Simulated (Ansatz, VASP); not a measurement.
## Hg in VASP and in Ansatz

```xyz
1
Lattice="2.2340 -2.0459 0.0000 2.2340 2.0459 0.0000 -0.3487 0.0000 3.0398" Properties=species:S:1:pos:R:3 pbc="T T T"
Hg    2.0596    0.0000    1.5199
```

Alike in both runs: task single point; functional LDA; k mesh 11 × 11 × 11; occupations fermi-dirac, width 0.05 eV; no spin polarisation.

|  | VASP | Ansatz |
| --- | --- | --- |
| version | VASP 6.6.1 | Ansatz 0.2.0 |
| potentials or method | VASP PAW LDA potentials, release 64 (Hg), cutoff 520 eV | all-electron LAPW, scalar-relativistic |

Ansatz gave:

```
pressure (GPa)                                                : -4.5
traceless stress, the component that is largest in VASP (GPa) : 0.25
```

**Question.** Estimate VASP's values.

**Answer.** Pressure (GPa): -4.2; traceless stress, the component that is largest in VASP (GPa): 0.23.

LDA's correlation is that of Perdew and Zunger in VASP and of Perdew and Wang (1992) in Ansatz. Ansatz ran all-electron here, and VASP with PAW potentials.

Spin-orbit coupling is off throughout.
